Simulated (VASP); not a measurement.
Input of a VASP 6.6.1 run:

The input INCAR:

```
PREC = Accurate
ENCUT = 600
EDIFF = 1E-6
ISMEAR = 0
SIGMA = 0.1
LREAL = False
LASPH = True
NELM = 200
ALGO = Normal
ISIF = 2
LWAVE = False
LCHARG = False
ISPIN = 2
MAGMOM = 1.02
LORBIT = 11
NUPDOWN = 1.02
LMAXMIX = 4
GGA = PE
NBANDS = 14
GGA_COMPAT = False
```

KPOINTS

```
regular mesh
0
Gamma
  14 14 14
```

Contents of POSCAR:

```
Fe
1.0
   -1.4345000000      1.4345000000      1.4345000000
    1.4345000000     -1.4345000000      1.4345000000
    1.4345000000      1.4345000000     -1.4345000000
Fe
1
Direct
    0.0000000000      0.0000000000      0.0000000000
```

Potentials or basis: VASP PAW PBE potentials, release 64 (Fe).

Launch:

```console
$ cat potpaw_PBE.64/Fe/POTCAR > POTCAR
$ mpirun -np 1 vasp_std > vasp.out
```

Q: What does it give for the pressure?

A: -20.0 GPa.

Caveat: the total moment is fixed, so each spin has its own Fermi level.
